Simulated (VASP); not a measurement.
Wanted: the native input for a VASP 6.6.1 run.

```
Task                   : single point
Functional             : PBE
Potentials or basis    : VASP PAW PBE potentials, release 64 (Ge_d)
Cutoff                 : 520 eV
k mesh                 : 16 × 16 × 16
Occupations            : gaussian, width 0.1 eV
Spin                   : no spin polarisation
Dipole correction      : no
Further INCAR settings : ALGO = Normal; EDIFF = 1e-07; NBANDS = 21
```

The structure of Ge lies in POSCAR:

```
Ge
1.0
   -2.6019608011      2.6039236664      1.4234332741
    2.6019608011     -2.6039236664      1.4234332741
    2.6019608011      2.6039236664     -1.4234332741
Ge
2
Direct
    0.1254887637      0.8754887637      0.2500000000
    0.8745112363      0.1245112363      0.7500000000
```

One way to write it, as run:

INCAR

```
SYSTEM = Ge
  PREC = Accurate
  ENCUT = 520
  EDIFF = 1E-7
  ISMEAR = 0
  SIGMA = 0.1
  LREAL = .False.
  LASPH = .True.
  NELM = 100
  ALGO = Normal
  ISIF = 2
  LWAVE = .False.
  LCHARG = .False.
  GGA = PE
  NBANDS = 21
```

KPOINTS

```
Automatic mesh
0
Gamma
  16 16 16
  0 0 0
```

Potentials or basis: VASP PAW PBE potentials, release 64 (Ge_d).

The run is started by

```bash
$ cat potpaw_PBE.64/Ge_d/POTCAR > POTCAR
$ mpirun -np 1 vasp_std > vasp.out
```

Results of the run:

```
Pressure               : 0.0 GPa
Band gap on the k mesh : zero (bands 14 and 15 overlap by 5.08 eV)
```

Wall time 5.1 min on 1 thread of Intel(R) Xeon(R) Platinum 8488C (Sapphire Rapids) (shared host), peak memory 0.48 GiB.
